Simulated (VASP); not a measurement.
Input of a VASP 6.6.1 run:

File INCAR:

```
ALGO = Normal ; EDIFF = 1E-6
ENCUT = 500 ; GGA = PE
GGA_COMPAT = False ; ISIF = 2
ISMEAR = 0 ; LASPH = True
LCHARG = False ; LREAL = False
LWAVE = False ; NBANDS = 20
NELM = 120 ; PREC = Accurate
SIGMA = 0.2
```

File KPOINTS:

```
k-points
0
Gamma
  6 6 6
```

File POSCAR:

```
ScW
1.0
    0.0000000000      3.0504347371      3.0504347371
    3.0504347371      0.0000000000      3.0504347371
    3.0504347371      3.0504347371      0.0000000000
Sc W
1 1
Direct
    0.0000000000      0.0000000000      0.0000000000
    0.7500000000      0.7500000000      0.7500000000
```

Potentials or basis: VASP PAW PBE potentials, release 64 (Sc_sv, W_sv).

The run is started by

```console
$ cat potpaw_PBE.64/Sc_sv/POTCAR potpaw_PBE.64/W_sv/POTCAR > POTCAR
$ mpirun -np 1 vasp_std > vasp.out
```

(1) What does it give for the pressure?

(2) Estimate the band gap on the k mesh.

Results:

(1) 0.6 GPa.

(2) zero (an odd number of electrons rules out a gap without spin polarisation).

Caveat: spin-orbit coupling is left out, which moves the levels of the heavy elements.
